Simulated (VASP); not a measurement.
# BaTiO3 in VASP: a series of runs

Runs on BaTiO3. Level: PBE+U. Tasks: single point.

All numbers are computed with VASP 6.6.1; they aren't measurements. Logs are shortened: lines on timing, memory, paths and dates and some standing lists are left out, and cuts for length are marked.

## 1. The cell of the first run

Symmetry: R3m, No. 160, trigonal system. The conventional cell has a = 5.715 Å, b = 5.715 Å, c = 7.013 Å, α = 90.00°, β = 90.00°, γ = 120.00°. Within 3.7 Å of Ba (site symmetry 3m) lie 12 O at 2.82 to 2.91 Å and 8 Ti at 3.46 to 3.55 Å. Ti (site symmetry 3m) has 6 O at 1.94 to 2.10 Å within 2.6 Å. O (site symmetry m) has 2 Ti at 1.94 to 2.10 Å within 2.6 Å.

## 2. Single point, PBE+U

INCAR

```
SYSTEM = BaTiO3
PREC = Accurate
ENCUT = 520
EDIFF = 1E-6
ISMEAR = -1
SIGMA = 0.05
LREAL = .FALSE.
LASPH = .TRUE.
NELM = 150
ALGO = Normal
ISIF = 2
LWAVE = .FALSE.
LCHARG = .FALSE.
LMAXMIX = 4
LDAU = .TRUE.
LDAUTYPE = 2
LDAUL = -1 2 -1
LDAUU = 0 6 0
LDAUJ = 0 0 0
LDAUPRINT = 1
GGA = PE
NBANDS = 28
```

KPOINTS

```
Automatic mesh
0
G
  7 7 7
  0 0 0
```

POSCAR

```
BaTiO3
1.0
    2.8576897038      1.6498879198      2.3377585747
   -2.8576897038      1.6498879198      2.3377585747
    0.0000000000     -3.2997758396      2.3377585747
Ba Ti O
1 1 3
Direct
   -0.0006214114     -0.0006214114     -0.0006214114
    0.4929020325      0.4929020325      0.4929020325
    0.5072912143      0.0123369502      0.5072912143
    0.0123369502      0.5072912143      0.5072912143
    0.5072912143      0.5072912143      0.0123369502
```

Potentials or basis: VASP PAW PBE potentials, release 64 (Ba_sv, Ti_sv, O).

Started as:

```sh
$ cat potpaw_PBE.64/Ba_sv/POTCAR potpaw_PBE.64/Ti_sv/POTCAR potpaw_PBE.64/O/POTCAR > POTCAR
$ mpirun -np 1 vasp_std > vasp.out
```

OUTCAR:

```text
SYSTEM = BaTiO3
   PREC = Accurate
   ENCUT = 520
   EDIFF = 1E-6
   ISMEAR = -1
   LREAL = .FALSE.
   LASPH = .TRUE.
   NELM = 150
   ISIF = 2
   GGA = PE

 ion  position               nearest neighbor table
   1  0.999  0.999  0.999-   3 2.82   4 2.82   5 2.82   5 2.86   5 2.86   4 2.86   3 2.86   3 2.86
                             4 2.86   4 2.91   3 2.91   5 2.91   2 3.46   2 3.49   2 3.49   2 3.49
   2  0.493  0.493  0.493-   3 1.94   4 1.94   5 1.94   3 2.10   4 2.10   5 2.10   1 3.46   1 3.49
                             1 3.49   1 3.49   1 3.52   1 3.52   1 3.52   1 3.55
   3  0.507  0.012  0.507-   2 1.94   2 2.10   1 2.82   1 2.86   1 2.86   1 2.91
   4  0.012  0.507  0.507-   2 1.94   2 2.10   1 2.82   1 2.86   1 2.86   1 2.91
   5  0.507  0.507  0.012-   2 1.94   2 2.10   1 2.82   1 2.86   1 2.86   1 2.91

  LATTYP: Found a trigonal (rhomboedric) cell.
 ALAT       =     4.0439628763
 COS(alpha) =     0.0012752429

  Lattice vectors:

 A1 = (   2.8576897038,   1.6498879198,   2.3377585747)
 A2 = (  -2.8576897038,   1.6498879198,   2.3377585747)
 A3 = (   0.0000000000,  -3.2997758396,   2.3377585747)

Analysis of symmetry for initial positions (statically):
=====================================================================
 Subroutine PRICEL returns:
 Original cell was already a primitive cell.

 Routine SETGRP: Setting up the symmetry group for a
 trigonal (rhombohedral) supercell.

 Subroutine GETGRP returns: Found  6 space group operations
 (whereof  6 operations were pure point group operations)
 out of a pool of 12 trial point group operations.

The static configuration has the point symmetry C_3v.

Analysis of symmetry for dynamics (positions and initial velocities):
=====================================================================
 Subroutine PRICEL returns:
 Original cell was already a primitive cell.

 Routine SETGRP: Setting up the symmetry group for a
 trigonal (rhombohedral) supercell.

 Subroutine GETGRP returns: Found  6 space group operations
 (whereof  6 operations were pure point group operations)
[... 161 lines left out ...]

spin component  2

  0.1438  0.0000 -0.0000  0.0640 -0.0000
  0.0000  0.1828  0.0000  0.0000  0.0640
 -0.0000  0.0000  0.0955 -0.0000  0.0000
  0.0640  0.0000 -0.0000  0.1828 -0.0000
 -0.0000  0.0640  0.0000 -0.0000  0.1438

 occupancies and eigenvectors

  o =  0.0955  v =  0.0000  0.0000  1.0000  0.0000 -0.0000  0.0000  0.0000  0.0000  0.0000  0.0000      0.0000  0.0000  0.0000  0.0000  0.0000  0.0000  0.0000  0.0000  0.0000  0.0000
  o =  0.0955  v =  0.0000  0.0000  0.0000  0.0000  0.0000  0.0000  0.0000  1.0000  0.0000 -0.0000      0.0000  0.0000  0.0000  0.0000  0.0000  0.0000  0.0000  0.0000  0.0000  0.0000
  o =  0.0964  v =  0.0000  0.0000  0.0000  0.0000  0.0000 -0.8035  0.0000 -0.0000  0.5953 -0.0000      0.0000  0.0000  0.0000  0.0000  0.0000  0.0000  0.0000  0.0000  0.0000  0.0000
  o =  0.0964  v = -0.8035  0.0000 -0.0000  0.5953 -0.0000  0.0000  0.0000  0.0000  0.0000  0.0000      0.0000  0.0000  0.0000  0.0000  0.0000  0.0000  0.0000  0.0000  0.0000  0.0000
  o =  0.0964  v =  0.0000 -0.5953  0.0000  0.0000  0.8035  0.0000  0.0000  0.0000  0.0000  0.0000      0.0000  0.0000  0.0000  0.0000  0.0000  0.0000  0.0000  0.0000  0.0000  0.0000
  o =  0.0964  v =  0.0000  0.0000  0.0000  0.0000  0.0000  0.0000 -0.5953  0.0000  0.0000  0.8035      0.0000  0.0000  0.0000  0.0000  0.0000  0.0000  0.0000  0.0000  0.0000  0.0000
  o =  0.2302  v = -0.5953  0.0000  0.0000 -0.8035  0.0000  0.0000  0.0000  0.0000  0.0000  0.0000      0.0000  0.0000  0.0000  0.0000  0.0000  0.0000  0.0000  0.0000  0.0000  0.0000
  o =  0.2302  v =  0.0000  0.0000  0.0000  0.0000  0.0000 -0.5953  0.0000  0.0000 -0.8035  0.0000      0.0000  0.0000  0.0000  0.0000  0.0000  0.0000  0.0000  0.0000  0.0000  0.0000
  o =  0.2302  v =  0.0000  0.8035  0.0000  0.0000  0.5953  0.0000  0.0000  0.0000  0.0000  0.0000      0.0000  0.0000  0.0000  0.0000  0.0000  0.0000  0.0000  0.0000  0.0000  0.0000
  o =  0.2302  v =  0.0000  0.0000  0.0000  0.0000  0.0000  0.0000  0.8035  0.0000  0.0000  0.5953      0.0000  0.0000  0.0000  0.0000  0.0000  0.0000  0.0000  0.0000  0.0000  0.0000

 number of electron      40.0000016 magnetization

 Free energy of the ion-electron system (eV)
  ---------------------------------------------------
  ext. energy  EPLUGINS =         0.00000000
  ---------------------------------------------------
  free energy    TOTEN  =       -36.07458956 eV

  energy without entropy =      -36.07458956  energy(sigma->0) =      -36.07458956

 E-fermi :   4.9934     XC(G=0): -11.1034

 val. band max:        3.7270271157   @ k =   0.4286   0.4286   0.4286
 cond. band min:       6.3917987596   @ k =   0.0000   0.0000   0.0000
 fundamental gap:      2.6647716439
 Fermi energy:         4.9934349695

 k-point     1 :       0.0000    0.0000    0.0000
  band No.  band energies     occupation
      1     -54.5223      2.00000
      2     -30.6608      2.00000
      3     -30.6543      2.00000
      4     -30.6543      2.00000
      5     -21.1061      2.00000
      6     -13.1048      2.00000
[... 733 lines left out ...]
     27      11.8907      0.00000
     28      12.0699      0.00000

 [... further k-points ...]

------------------------ aborting loop because EDIFF is reached ----------------------------------------

  FORCE on cell =-STRESS in cart. coord.  units (eV):
  Direction    XX          YY          ZZ          XY          YZ          ZX
  --------------------------------------------------------------------------------------
  -------------------------------------------------------------------------------------
  Total        1.7920301      1.7920301      1.6777556      0.0000000     -0.0000000      0.0000000
  in kB       43.4145649     43.4145649     40.6460977      0.0000000     -0.0000000      0.0000000
  external PRESSURE =      42.4917425 kB  Pullay stress =       0.0000000 kB

 VOLUME and BASIS-vectors are now :
 -----------------------------------------------------------------------------
  energy-cutoff  :      520.00
  volume of cell :       66.13
      direct lattice vectors                 reciprocal lattice vectors
     2.857689704  1.649887920  2.337758575     0.174966512  0.101016963  0.142586723
    -2.857689704  1.649887920  2.337758575    -0.174966512  0.101016963  0.142586723
     0.000000000 -3.299775840  2.337758575     0.000000000 -0.202033926  0.142586723

 POSITION                                       TOTAL-FORCE (eV/Angst)
 -----------------------------------------------------------------------------------
      0.00000      0.00000      7.00892        -0.000000      0.000000      0.025839
      0.00000      0.00000      3.45686        -0.000000      0.000000      0.578013
      1.41443     -0.81662      2.40069         0.243969     -0.140855     -0.201284
     -1.41443     -0.81662      2.40069        -0.243969     -0.140855     -0.201284
      0.00000      1.63324      2.40069        -0.000000      0.281711     -0.201284
 -----------------------------------------------------------------------------------
    total drift:                                0.000000      0.000003      0.000107

  FREE ENERGIE OF THE ION-ELECTRON SYSTEM (eV)
  ---------------------------------------------------
  free  energy   TOTEN  =       -36.0745895644 eV

  energy  without entropy=      -36.0745895644  energy(sigma->0) =      -36.07458956
```

stdout:

```text
POSCAR found type information on POSCAR BaTiO
 POSCAR found :  3 types and       5 ions
 scaLAPACK will be used
 LDA part: xc-table for (Slater+PW92), standard interpolation
 POSCAR, INCAR and KPOINTS ok, starting setup
 FFT: planning ... GRIDC
 FFT: planning ... GRID_SOFT
 FFT: planning ... GRID
 WAVECAR not read
 entering main loop
```

Wall time 47 s (1 thread of AMD EPYC 9R45 (Zen 5), shared host); peak memory 0.19 GiB.

What came out:

| Quantity | Value |
| --- | --- |
| Free energy | -36.0746 eV |
| Pressure | 4.2 GPa |
| Largest force | 0.578 eV/Å |
| Band gap on the k mesh | 2.66 eV (least direct gap 2.92 eV) |

Forces in eV/Å, atoms in the order of the input:
```
Ba   0.000  0.000  0.026
Ti   0.000  0.000  0.578
O    0.244 -0.141 -0.201
O   -0.244 -0.141 -0.201
O    0.000  0.282 -0.201
```

Stress tensor (GPa, compression positive):
```
4.34 0.00 0.00
0.00 4.34 0.00
0.00 0.00 4.06
```

Levels at points of the mesh, in eV from the valence-band top:
| k point | band 18 | band 19 | band 20 | band 21 | band 22 | band 23 |
| --- | --- | --- | --- | --- | --- | --- |
| (0.00, 0.00, 0.00) | -0.28 | -0.25 | -0.25 | 2.66 | 2.66 | 2.70 |

Eigenvalues of the final occupation matrices:
```
    site  spin  trace               eigenvalues
site 2 d     1   0.75  0.10 0.10 0.10 0.23 0.23
site 2 d     2   0.75  0.10 0.10 0.10 0.23 0.23
```

Caveat: the cell stands under pressure; spin-orbit coupling is left out, which moves the levels of the heavy elements.

## 3. Single point, PBE+U

INCAR

```
  ALGO = Normal
  EDIFF = 1E-7
  ENCUT = 520
  GGA = PE
  ISIF = 2
  ISMEAR = -1
  LASPH = T
  LCHARG = F
  LDAU = T
  LDAUJ = 0 0 0
  LDAUL = -1 2 -1
  LDAUPRINT = 1
  LDAUTYPE = 2
  LDAUU = 0 8 0
  LMAXMIX = 4
  LREAL = F
  LWAVE = F
  NBANDS = 28
  NELM = 150
  PREC = Accurate
  SIGMA = 0.05
```

KPOINTS

```
k-points
0
Gamma
  7 7 7
```

POSCAR

```
BaTiO3
1.0
    2.8579670567      1.6500480495      2.3335377352
   -2.8579670567      1.6500480495      2.3335377352
    0.0000000000     -3.3000960990      2.3335377352
Ba Ti O
1 1 3
Direct
    0.0038369498      0.0038369498      0.0038369498
    0.5038340307      0.5038340307      0.5038340307
    0.5038420166      0.0038449862      0.5038420166
    0.0038449862      0.5038420166      0.5038420166
    0.5038420166      0.5038420166      0.0038449862
```

Potentials or basis: VASP PAW PBE potentials, release 64 (Ba_sv, Ti_sv, O).

Started as:

```sh
$ cat potpaw_PBE.64/Ba_sv/POTCAR potpaw_PBE.64/Ti_sv/POTCAR potpaw_PBE.64/O/POTCAR > POTCAR
$ mpirun -np 1 vasp_std > vasp.out
```

OUTCAR:

```text
EDIFF = 1E-7
   ENCUT = 520
   GGA = PE
   ISIF = 2
   ISMEAR = -1
   LASPH = T
   LREAL = F
   NELM = 150
   PREC = Accurate

 ion  position               nearest neighbor table
   1  0.004  0.004  0.004-   5 2.86   4 2.86   3 2.86   4 2.86   3 2.86   4 2.86   3 2.86   5 2.86
                             5 2.86   5 2.86   4 2.86   3 2.86   2 3.50   2 3.50   2 3.50   2 3.50
   2  0.504  0.504  0.504-   5 2.02   4 2.02   3 2.02   5 2.02   4 2.02   3 2.02   1 3.50   1 3.50
                             1 3.50   1 3.50   1 3.50   1 3.50   1 3.50   1 3.50
   3  0.504  0.004  0.504-   2 2.02   2 2.02   1 2.86   1 2.86   1 2.86   1 2.86
   4  0.004  0.504  0.504-   2 2.02   2 2.02   1 2.86   1 2.86   1 2.86   1 2.86
   5  0.504  0.504  0.004-   2 2.02   2 2.02   1 2.86   1 2.86   1 2.86   1 2.86

  LATTYP: Found a simple cubic cell.
 ALAT       =     4.0417858212

  Lattice vectors:

 A1 = (   2.8579670567,   1.6500480495,   2.3335377352)
 A2 = (  -2.8579670567,   1.6500480495,   2.3335377352)
 A3 = (   0.0000000000,  -3.3000960990,   2.3335377352)

Analysis of symmetry for initial positions (statically):
=====================================================================
 Subroutine PRICEL returns:
 Original cell was already a primitive cell.

 Routine SETGRP: Setting up the symmetry group for a
 simple cubic supercell.

 Subroutine GETGRP returns: Found  6 space group operations
 (whereof  6 operations were pure point group operations)
 out of a pool of 48 trial point group operations.

The static configuration has the point symmetry C_3v.

Analysis of symmetry for dynamics (positions and initial velocities):
=====================================================================
[... 185 lines left out ...]
  o =  0.0842  v = -0.8165  0.0000  0.0000  0.5773 -0.0000  0.0000  0.0000  0.0000  0.0000  0.0000      0.0000  0.0000  0.0000  0.0000  0.0000  0.0000  0.0000  0.0000  0.0000  0.0000
  o =  0.2216  v =  0.0000 -0.8165  0.0000  0.0000 -0.5773  0.0000  0.0000  0.0000  0.0000  0.0000      0.0000  0.0000  0.0000  0.0000  0.0000  0.0000  0.0000  0.0000  0.0000  0.0000
  o =  0.2216  v =  0.0000  0.0000  0.0000  0.0000  0.0000  0.0000 -0.8165  0.0000  0.0000 -0.5773      0.0000  0.0000  0.0000  0.0000  0.0000  0.0000  0.0000  0.0000  0.0000  0.0000
  o =  0.2216  v =  0.0000  0.0000  0.0000  0.0000  0.0000 -0.5773  0.0000 -0.0000 -0.8165  0.0000      0.0000  0.0000  0.0000  0.0000  0.0000  0.0000  0.0000  0.0000  0.0000  0.0000
  o =  0.2216  v = -0.5773  0.0000 -0.0000 -0.8165  0.0000  0.0000  0.0000  0.0000  0.0000  0.0000      0.0000  0.0000  0.0000  0.0000  0.0000  0.0000  0.0000  0.0000  0.0000  0.0000

 number of electron      39.9999997 magnetization

 Free energy of the ion-electron system (eV)
  ---------------------------------------------------
  ext. energy  EPLUGINS =         0.00000000
  ---------------------------------------------------
  free energy    TOTEN  =       -34.92843090 eV

  energy without entropy =      -34.92843090  energy(sigma->0) =      -34.92843090

 E-fermi :   5.0246     XC(G=0): -11.1222

 val. band max:        3.8292515451   @ k =  -0.4286   0.4286   0.4286
 cond. band min:       6.5798757805   @ k =   0.0000   0.0000   0.0000
 fundamental gap:      2.7506242355
 Fermi energy:         5.0246129367

 k-point     1 :       0.0000    0.0000    0.0000
  band No.  band energies     occupation
      1     -55.1156      2.00000
      2     -31.2117      2.00000
      3     -31.2117      2.00000
      4     -31.2117      2.00000
      5     -21.0077      2.00000
      6     -13.0557      2.00000
[... 733 lines left out ...]
     27      11.5569      0.00000
     28      12.5304      0.00000

 [... further k-points ...]

------------------------ aborting loop because EDIFF is reached ----------------------------------------

  FORCE on cell =-STRESS in cart. coord.  units (eV):
  Direction    XX          YY          ZZ          XY          YZ          ZX
  --------------------------------------------------------------------------------------
  -------------------------------------------------------------------------------------
  Total        1.9741656      1.9741656      1.9739859      0.0000000     -0.0000000      0.0000000
  in kB       47.9042754     47.9042754     47.8999137      0.0000000     -0.0000000      0.0000000
  external PRESSURE =      47.9028215 kB  Pullay stress =       0.0000000 kB

 VOLUME and BASIS-vectors are now :
 -----------------------------------------------------------------------------
  energy-cutoff  :      520.00
  volume of cell :       66.03
      direct lattice vectors                 reciprocal lattice vectors
     2.857967057  1.650048050  2.333537735     0.174949532  0.101007160  0.142844630
    -2.857967057  1.650048050  2.333537735    -0.174949532  0.101007160  0.142844630
     0.000000000 -3.300096099  2.333537735     0.000000000 -0.202014319  0.142844630

 POSITION                                       TOTAL-FORCE (eV/Angst)
 -----------------------------------------------------------------------------------
      0.00000      0.00000      0.02686         0.000000     -0.000000     -0.000188
      0.00000      0.00000      3.52715         0.000000     -0.000000     -0.000346
      1.42898     -0.82502      2.36044         0.000090     -0.000052      0.000178
     -1.42898     -0.82502      2.36044        -0.000090     -0.000052      0.000178
      0.00000      1.65004      2.36044         0.000000      0.000103      0.000178
 -----------------------------------------------------------------------------------
    total drift:                               -0.000000     -0.000008      0.001124

  FREE ENERGIE OF THE ION-ELECTRON SYSTEM (eV)
  ---------------------------------------------------
  free  energy   TOTEN  =       -34.9284308986 eV

  energy  without entropy=      -34.9284308985  energy(sigma->0) =      -34.92843090
```

OSZICAR:

```text
N       E                     dE             d eps       ncg     rms          rms(c)
DAV:   1     0.446021806450E+03    0.44602E+03   -0.20689E+04  2464   0.154E+03
DAV:   2    -0.397177623745E+01   -0.44999E+03   -0.43044E+03  2960   0.431E+02
[... 11 lines left out ...]
DAV:  14    -0.349284296836E+02    0.52958E-04   -0.26021E-04  3312   0.162E-01    0.876E-03
DAV:  15    -0.349284352690E+02   -0.55854E-05   -0.31626E-05  2976   0.580E-02    0.167E-02
DAV:  16    -0.349284312387E+02    0.40303E-05   -0.86598E-06  3152   0.312E-02    0.451E-03
DAV:  17    -0.349284310929E+02    0.14585E-06   -0.80074E-07  3112   0.622E-03    0.323E-03
DAV:  18    -0.349284308982E+02    0.19474E-06   -0.39398E-07  2760   0.705E-03    0.340E-04
DAV:  19    -0.349284308986E+02   -0.40382E-09   -0.25276E-08  1572   0.926E-04
   1 F= -.34928431E+02 E0= -.34928431E+02  d E =-.853063E-11
```

It took 52 s on 1 thread of AMD EPYC 9R45 (Zen 5), shared host; peak memory 0.19 GiB.

What came out:

```yaml
Free_energy: -34.9284 eV
Pressure: 4.8 GPa
Band_gap_on_the_k_mesh: 2.75 eV (least direct gap 2.94 eV)
```

Levels at points of the mesh, in eV from the valence-band top:
```
           k point  band 18  band 19  band 20  band 21  band 22  band 23
(0.00, 0.00, 0.00)    -0.19    -0.19    -0.19     2.75     2.75     2.75
```

Eigenvalues of the final occupation matrices:
```
    site  spin  trace               eigenvalues
site 2 d     1   0.70  0.08 0.08 0.08 0.22 0.22
site 2 d     2   0.70  0.08 0.08 0.08 0.22 0.22
```

Caveat: the cell stands under pressure; spin-orbit coupling is left out, which moves the levels of the heavy elements; an odd mesh through Γ misses points on the zone boundary, where band edges can lie.
